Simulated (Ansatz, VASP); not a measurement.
Si: VASP beside Ansatz

File POSCAR:

```
Si
1.0
    2.6787827946      0.0000000000      0.0000000000
   -1.3393913973      2.3198939513      0.0000000000
    0.0000000000      0.0000000000      4.4848601726
Si
2
Direct
    0.3333333333      0.6666666667      0.2500000000
    0.6666666667      0.3333333333      0.7500000000
```

Contents of INCAR.step1:

```
SYSTEM = Si
PREC     = Accurate       ! precision mode
ENCUT    = 520            ! plane-wave cutoff, eV
ISMEAR   = 0              ! smearing method
SIGMA    = 0.15           ! smearing width, eV
LREAL    = .False.        ! projectors in reciprocal space
LASPH    = .True.         ! aspherical terms in the spheres
NELM     = 80             ! most SCF steps
NBANDS   = 11             ! bands
GGA      = PE             ! functional
ALGO     = Normal         ! electronic algorithm
EDIFF    = 1E-4           ! SCF threshold, eV
LWAVE    = .True.         ! write WAVECAR
LCHARG   = .False.        ! write CHGCAR
```

INCAR.step2

```
SYSTEM = Si
PREC     = Accurate       ! precision mode
ENCUT    = 520            ! plane-wave cutoff, eV
EDIFF    = 1E-6           ! SCF threshold, eV
ISMEAR   = 0              ! smearing method
SIGMA    = 0.15           ! smearing width, eV
LREAL    = .False.        ! projectors in reciprocal space
LASPH    = .True.         ! aspherical terms in the spheres
NELM     = 80             ! most SCF steps
ALGO     = Normal         ! electronic algorithm
ISIF     = 2              ! what is computed and relaxed
LWAVE    = .False.        ! write WAVECAR
LCHARG   = .True.         ! write CHGCAR
METAGGA  = R2SCAN         ! meta-GGA
LMIXTAU  = .True.       
LELF     = .True.         ! ELF
LVHAR    = .True.       
NBANDS   = 11             ! bands
ISTART   = 1
```

KPOINTS

```
regular mesh
0
Gamma
  24 24 14
  0 0 0
```

Input for Ansatz:

```yaml
crystal:
  lattice:
    - [2.6787827946, 0.0, 0.0]
    - [-1.3393913973, 2.3198939513, 0.0]
    - [0.0, 0.0, 4.4848601726]
  atoms:
    - { symbol: Si, position: [0.3333333333, 0.6666666667, 0.25] }
    - { symbol: Si, position: [0.6666666667, 0.3333333333, 0.75] }
basis:
  ecutwfc: 500
kpoints:
  mp_grid: { grid: [24, 24, 14] }
hamiltonian:
  xc: r2scan
scf:
  occupations: { method: gaussian, width: 0.15 }
output:
  forces: true
  stress: true
  eigenvalues: true
```

Change from the starting cell: strain +0.015 along x and y, -0.015 along z, atoms carried along.

Alike in both runs: task single point; functional r2SCAN; k mesh 24 × 24 × 14; occupations gaussian, width 0.15 eV; no spin polarisation.

|  | VASP | Ansatz |
| --- | --- | --- |
| version | VASP 6.6.1 | Ansatz 0.2.0 |
| potentials or method | VASP PAW PBE potentials, release 64 (Si), cutoff 520 eV | scalar-relativistic, plane waves, PAW |
| valence electrons in the cell | 8 | 8 |

```tsv
	VASP	Ansatz	Ansatz less VASP
gap on the k mesh at the Fermi level (eV)	none	none	-
pressure (GPa)	-1.6	-1.6	-0.04
traceless stress, the component that is largest in VASP (GPa)	1.55	1.53	-0.020
```

VASP's potentials were made for PBE, not for r2SCAN. A gap of «none» marks a metal or a gap that the smearing closes. With one functional, cell and mesh, what is left measures potentials, basis and numerics.
